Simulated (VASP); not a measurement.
# Ta (Im-3m) in VASP: notebook

Runs on Ta. Level: PBE. Tasks: single point, relaxation of cell and atoms.

Program: VASP 6.6.1. These are calculated values, not measurements. Logs are shortened: lines on timing, memory, paths and dates and some standing lists are left out, and cuts for length are marked.

## Step 1: The cell of the first run

Symmetry: Im-3m, No. 229, cubic system. The conventional cell has a = 3.229 Å, b = 3.229 Å, c = 3.229 Å, α = 90.00°, β = 90.00°, γ = 90.00°. Ta (site symmetry m-3m) has 14 Ta at 2.80 to 3.23 Å within 3.7 Å.

## Step 2: Single point, PBE

Contents of INCAR:

```
SYSTEM = Ta
ALGO = Normal
EDIFF = 1E-7
ENCUT = 520
GGA = PE
ISIF = 2
ISMEAR = -1
LASPH = .True.
LCHARG = .False.
LREAL = .False.
LWAVE = .False.
NBANDS = 12
NELM = 100
PREC = Accurate
SIGMA = 0.1
```

Contents of KPOINTS:

```
k-points
0
Gamma
  17 17 17
  0 0 0
```

Contents of POSCAR:

```
Ta
1.0
   -1.6142692673      1.6142692673      1.6142692673
    1.6142692673     -1.6142692673      1.6142692673
    1.6142692673      1.6142692673     -1.6142692673
Ta
1
Direct
    0.0000000000      0.0000000000      0.0000000000
```

Potentials or basis: VASP PAW PBE potentials, release 64 (Ta_pv).

Launch:

```bash
$ cat potpaw_PBE.64/Ta_pv/POTCAR > POTCAR
$ mpirun -np 1 vasp_std > vasp.out
```

OUTCAR:

```text
SYSTEM = Ta
   EDIFF = 1E-7
   ENCUT = 520
   GGA = PE
   ISIF = 2
   ISMEAR = -1
   LASPH = .True.
   LREAL = .False.
   NELM = 100
   PREC = Accurate

 ion  position               nearest neighbor table
   1  0.000  0.000  0.000-

  LATTYP: Found a body centered cubic cell.
 ALAT       =     3.2285385346

  Lattice vectors:

 A1 = (  -1.6142692673,   1.6142692673,   1.6142692673)
 A2 = (   1.6142692673,  -1.6142692673,   1.6142692673)
 A3 = (   1.6142692673,   1.6142692673,  -1.6142692673)

Analysis of symmetry for initial positions (statically):
=====================================================================
 Subroutine PRICEL returns:
 Original cell was already a primitive cell.

 Routine SETGRP: Setting up the symmetry group for a
 body centered cubic supercell.

 Subroutine GETGRP returns: Found 48 space group operations
 (whereof 48 operations were pure point group operations)
 out of a pool of 48 trial point group operations.

The static configuration has the point symmetry O_h .

Analysis of symmetry for dynamics (positions and initial velocities):
=====================================================================
 Subroutine PRICEL returns:
 Original cell was already a primitive cell.

 Routine SETGRP: Setting up the symmetry group for a
 body centered cubic supercell.

 Subroutine GETGRP returns: Found 48 space group operations
 (whereof 48 operations were pure point group operations)
 out of a pool of 48 trial point group operations.

The dynamic configuration has the point symmetry O_h .

 Subroutine INISYM returns: Found 48 space group operations
 (whereof 48 operations are pure point group operations),
 and found     1 'primitive' translations

----------------------------------------------------------------------------------------

                                     Primitive cell

  volume of cell :      16.8263

  direct lattice vectors                    reciprocal lattice vectors
    -1.614269267  1.614269267  1.614269267     0.000000000  0.309737669  0.309737669
     1.614269267 -1.614269267  1.614269267     0.309737669  0.000000000  0.309737669
     1.614269267  1.614269267 -1.614269267     0.309737669  0.309737669  0.000000000

  length of vectors
     2.795996388  2.795996388  2.795996388     0.438035212  0.438035212  0.438035212

  position of ions in fractional coordinates (direct lattice)
     0.000000000  0.000000000  0.000000000

  ion indices of the primitive-cell ions
   primitive index   ion index
                 1           1

----------------------------------------------------------------------------------------

 KPOINTS: k-points

Automatic generation of k-mesh.
 Grid dimensions read from file:
 generate k-points for:   17   17   17

 Generating k-lattice:

  Cartesian coordinates                     Fractional coordinates (reciprocal lattice)
     0.000000000  0.018219863  0.018219863     0.058823529  0.000000000  0.000000000
     0.018219863  0.000000000  0.018219863     0.000000000  0.058823529  0.000000000
     0.018219863  0.018219863  0.000000000     0.000000000  0.000000000  0.058823529

  Length of vectors
     0.025766777  0.025766777  0.025766777

  Shift w.r.t. Gamma in fractional coordinates (k-lattice)
     0.000000000  0.000000000  0.000000000

 Subroutine IBZKPT returns following result:
 ===========================================

 Found    165 irreducible k-points:

 Following reciprocal coordinates:
            Coordinates               Weight
  0.000000  0.000000  0.000000      1.000000
  0.058824  0.000000  0.000000     12.000000
  0.117647  0.000000  0.000000     12.000000
  0.176471  0.000000  0.000000     12.000000
  0.235294  0.000000  0.000000     12.000000
  0.294118  0.000000  0.000000     12.000000
[... 16 lines left out ...]
  0.411765  0.117647  0.000000     48.000000
  0.176471  0.176471  0.000000     24.000000
 [... further k-points ...]
   k-points           NKPTS =    165   k-points in BZ     NKDIM =    165   number of bands    NBANDS=     12
   number of dos      NEDOS =    301   number of ions     NIONS =      1
   total plane-waves  NPLWV =  13824
   dimension x,y,z NGX =    24 NGY =   24 NGZ =   24
   dimension x,y,z NGXF=    48 NGYF=   48 NGZF=   48
   ions per type =               1
   NGX,Y,Z   is equivalent  to a cutoff of  14.27, 14.27, 14.27 a.u.
   NGXF,Y,Z  is equivalent  to a cutoff of  28.54, 28.54, 28.54 a.u.
 SYSTEM =  Ta
   PREC   = accura    normal or accurate (medium, high low for compatibility)
   ISTART =      0    job   : 0-new  1-cont  2-samecut
   ICHARG =      2    charge: 1-file 2-atom 10-const
   ISPIN  =      1    spin polarized calculation?
   LNONCOLLINEAR =      F non collinear calculations
   LSORBIT =      F    spin-orbit coupling
   LASPH  =      T    aspherical Exc in radial PAW
   ENCUT  =  520.0 eV  38.22 Ry    6.18 a.u.   5.20  5.20  5.20*2*pi/ulx,y,z
   NELM   =    100;   NELMIN=  2; NELMDL= -5     # of ELM steps
   EDIFF  = 0.1E-06   stopping-criterion for ELM
   LREAL  =      F    real-space projection
   EDIFFG = 0.1E-05   stopping-criterion for IOM
   NSW    =      0    number of steps for IOM
   IBRION =     -1    ionic relax: 0-MD 1-quasi-New 2-CG
   NFREE  =      0    steps in history (QN), initial steepest desc. (CG)
   ISIF   =      2    stress and relaxation
   ISYM   =      2    0-nonsym 1-usesym 2-fastsym
   POTIM  = 0.5000    time-step for ionic-motion
   TEBEG  =    0.0;   TEEND  =   0.0 temperature during run
   PSTRESS=    0.0 pullay stress
   NELECT =      11.0000    total number of electrons
   NUPDOWN=      -1.0000    fix difference up-down
   EMIN   =  10.00;   EMAX   =-10.00  energy-range for DOS
   EFERMI =   0.00;   METHOD = LEGACY
   ISMEAR =    -1;   SIGMA  =   0.10  broadening in eV -4-tet -1-fermi 0-gaus
   EFERMI_NEDOS =   21; number of points for ismear=-14 and -15
   IALGO  =     38    algorithm
   IMIX   =      4    mixing-type and parameters
     AMIX     =   0.40;   BMIX     =  1.00
     AMIX_MAG =   1.60;   BMIX_MAG =  1.00
  volume/ion in A,a.u.               =      16.83       113.55
  Fermi-wavevector in a.u.,A,eV,Ry     =   1.420833  2.684985 27.466991  2.018767
  Thomas-Fermi vector in A             =   2.541707
   LORBIT       =      0    0 simple, 1 ext, 2 COOP (PROOUT), +10 PAW based schemes
   GGA     = PE    functional components
   LHFCALC =     F    Hartree Fock is set to
   AEXX    =    0.0000 exact exchange contribution
   IVDW    =     0    specifies the selected vdW correction
   LEPSILON=     F    determine dielectric tensor
   LRPA    =     F    only Hartree local field effects (RPA)
 non-spin polarized calculation
  energy-cutoff  :      520.00
  volume of cell :       16.83
 maximum number of plane-waves:       468
 NGX is ok and might be reduce to    24
   NGX = 11   NGY = 11   NGZ = 11

 number of electron      10.9999998 magnetization

 Free energy of the ion-electron system (eV)
  ---------------------------------------------------
  ext. energy  EPLUGINS =         0.00000000
  ---------------------------------------------------
  free energy    TOTEN  =       -11.75054966 eV

  energy without entropy =      -11.71013557  energy(sigma->0) =      -11.73034261

 E-fermi :   6.0512     XC(G=0): -12.9701

 val. band max:        6.0178311632   @ k =   0.1765   0.0588   0.0000
 cond. band min:       6.0544199028   @ k =  -0.2941   0.4118   0.1176
 fundamental gap:      0.0365887396
 Fermi energy:         6.0512221511

 k-point     1 :       0.0000    0.0000    0.0000
  band No.  band energies     occupation
      1     -26.7428      2.00000
      2     -26.7428      2.00000
      3     -26.7428      2.00000
      4      -2.1198      2.00000
      5       6.7827      0.00133
      6       6.7827      0.00133
      7       6.7827      0.00133
      8      10.3027      0.00000
      9      10.3027      0.00000
     10      20.9859      0.00000
     11      21.3856      0.00000
     12      21.3856      0.00000

 k-point     2 :       0.0588    0.0000    0.0000
  band No.  band energies     occupation
      1     -26.7975      2.00000
      2     -26.7592      2.00000
      3     -26.7432      2.00000
      4      -1.9505      2.00000
      5       6.6706      0.00407
      6       6.7509      0.00183
      7       6.9487      0.00025
      8      10.1148      0.00000
      9      10.3016      0.00000
     10      20.9859      0.00000
     11      21.5431      0.00000
     12      21.6792      0.00000

 k-point     3 :       0.1176    0.0000    0.0000
  band No.  band energies     occupation
      1     -26.9519      2.00000
      2     -26.8060      2.00000
      3     -26.7443      2.00000
      4      -1.4652      2.00000
      5       6.3659      0.08244
      6       6.6130      0.00724
      7       7.4409      0.00000
      8       9.7465      0.00000
      9      10.3099      0.00000
     10      20.9856      0.00000
     11      21.9372      0.00000
     12      22.5261      0.00000

 k-point     4 :       0.1765    0.0000    0.0000
  band No.  band energies     occupation
      1     -27.1795      2.00000
      2     -26.8763      2.00000
      3     -26.7460      2.00000
      4      -0.7342      2.00000
      5       5.9432      1.49320
      6       6.3150      0.13352
      7       8.2414      0.00000
      8       9.5418      0.00000
      9      10.3549      0.00000
     10      20.9849      0.00000
     11      22.2643      0.00000
     12      23.8441      0.00000

 k-point     5 :       0.2353    0.0000    0.0000
  band No.  band energies     occupation
      1     -27.4442      2.00000
      2     -26.9597      2.00000
      3     -26.7482      2.00000
      4       0.1080      2.00000
      5       5.4835      1.99318
      6       5.9785      1.34819
      7       9.3189      0.00000
      8       9.6255      0.00000
      9      10.4639      0.00000
     10      20.9833      0.00000
     11      21.9761      0.00000
     12      24.1220      0.00000

 k-point     6 :       0.2941    0.0000    0.0000
  band No.  band energies     occupation
      1     -27.7082      2.00000
      2     -27.0449      2.00000
      3     -26.7504      2.00000
      4       0.8440      2.00000
      5       5.0525      1.99991
      6       5.9052      1.62308
      7       9.8922      0.00000
      8      10.6216      0.00000
      9      10.6491      0.00000
     10      20.9778      0.00000
     11      21.0051      0.00000
     12      22.7525      0.00000

 k-point     7 :       0.3529    0.0000    0.0000
  band No.  band energies     occupation
      1     -27.9377      2.00000
      2     -27.1203      2.00000
      3     -26.7525      2.00000
      4       1.2580      2.00000
      5       4.6964      2.00000
      6       6.3334      0.11234
      7      10.1764      0.00000
      8      10.8955      0.00000
      9      12.0583      0.00000
     10      19.8644      0.00000
     11      20.8981      0.00000
     12      21.2206      0.00000

 k-point     8 :       0.4118    0.0000    0.0000
  band No.  band energies     occupation
      1     -28.1058      2.00000
      2     -27.1764      2.00000
      3     -26.7541      2.00000
      4       1.3685      2.00000
      5       4.4447      2.00000
      6       7.1450      0.00004
      7      10.3156      0.00000
      8      11.1496      0.00000
      9      13.4461      0.00000
     10      18.9202      0.00000
     11      19.7784      0.00000
     12      21.0078      0.00000
[... 166 lines left out ...]
 k-point    20 :       0.2353    0.1176    0.0000
  band No.  band energies     occupation
      1     -27.7327      2.00000
      2     -27.0686      2.00000
      3     -26.8158      2.00000
      4       1.2832      2.00000
      5       5.0305      1.99993
      6       5.5004      1.99193
      7       9.4438      0.00000
      8      11.0624      0.00000
      9      11.3069      0.00000
     10      20.9482      0.00000
     11      21.1635      0.00000
     12      23.0392      0.00000

 k-point    21 :       0.2941    0.1176    0.0000
  band No.  band energies     occupation
      1     -27.9223      2.00000
      2     -27.1623      2.00000
      3     -26.8209      2.00000
      4       1.7349      2.00000
      5       4.7259      2.00000
      6       5.8099      1.83569
      7       9.7917      0.00000
      8      11.2115      0.00000
      9      12.7423      0.00000
     10      19.9495      0.00000
     11      20.9775      0.00000
     12      21.5408      0.00000

 k-point    22 :       0.3529    0.1176    0.0000
  band No.  band energies     occupation
      1     -28.0610      2.00000
      2     -27.2333      2.00000
      3     -26.8242      2.00000
      4       1.8541      2.00000
      5       4.5198      2.00000
      6       6.4832      0.02626
      7      10.0402      0.00000
      8      11.3831      0.00000
      9      14.1019      0.00000
     10      18.9695      0.00000
     11      20.1271      0.00000
     12      21.0036      0.00000

 k-point    23 :       0.4118    0.1176    0.0000
  band No.  band energies     occupation
      1     -28.1341      2.00000
      2     -27.2714      2.00000
      3     -26.8258      2.00000
      4       1.8456      2.00000
      5       4.4145      2.00000
      6       7.0679      0.00008
      7      10.0407      0.00000
      8      11.6135      0.00000
      9      15.0268      0.00000
     10      18.2168      0.00000
     11      19.4444      0.00000
     12      20.9976      0.00000

 k-point    24 :       0.1765    0.1765    0.0000
  band No.  band energies     occupation
      1     -27.6927      2.00000
      2     -27.0569      2.00000
      3     -26.8417      2.00000
      4       1.3277      2.00000
      5       5.0568      1.99990
      6       5.3718      1.99776
      7       9.2536      0.00000
      8      11.1032      0.00000
      9      11.2836      0.00000
     10      20.9670      0.00000
     11      21.4836      0.00000
     12      23.5949      0.00000

 [... further k-points ...]
[... 5 lines left out ...]
  --------------------------------------------------------------------------------------
  -------------------------------------------------------------------------------------
  Total        2.0462924      2.0462924      2.0462924     -0.0000000     -0.0000000     -0.0000000
  in kB      194.8454851    194.8454851    194.8454851     -0.0000000     -0.0000000     -0.0000000
  external PRESSURE =     194.8454851 kB  Pullay stress =       0.0000000 kB

 VOLUME and BASIS-vectors are now :
 -----------------------------------------------------------------------------
  energy-cutoff  :      520.00
  volume of cell :       16.83
      direct lattice vectors                 reciprocal lattice vectors
    -1.614269267  1.614269267  1.614269267     0.000000000  0.309737669  0.309737669
     1.614269267 -1.614269267  1.614269267     0.309737669  0.000000000  0.309737669
     1.614269267  1.614269267 -1.614269267     0.309737669  0.309737669  0.000000000

 POSITION                                       TOTAL-FORCE (eV/Angst)
 -----------------------------------------------------------------------------------
      0.00000      0.00000      0.00000         0.000000      0.000000     -0.000000
 -----------------------------------------------------------------------------------
    total drift:                                0.000000      0.000000     -0.000000

  FREE ENERGIE OF THE ION-ELECTRON SYSTEM (eV)
  ---------------------------------------------------
  free  energy   TOTEN  =       -11.7505496623 eV

  energy  without entropy=      -11.7101355669  energy(sigma->0) =      -11.73034261
```

Run time: 9.8 s. Hardware: 1 thread of Intel Xeon 6975P-C (Granite Rapids), shared host; peak memory 0.16 GiB.

Results:

| Item | Value |
| --- | --- |
| Free energy | -11.7505 eV |
| Pressure | 19.5 GPa |

Levels at points of the mesh, in eV from the Fermi level:
| k point | band 3 | band 4 | band 5 | band 6 | band 7 | band 8 |
| --- | --- | --- | --- | --- | --- | --- |
| (0.00, 0.00, 0.00) | -32.79 | -8.17 | 0.73 | 0.73 | 0.73 | 4.25 |

Caveat: spin-orbit coupling is left out, which moves the levels of the heavy elements.

(Continued in part 2 of 2.)
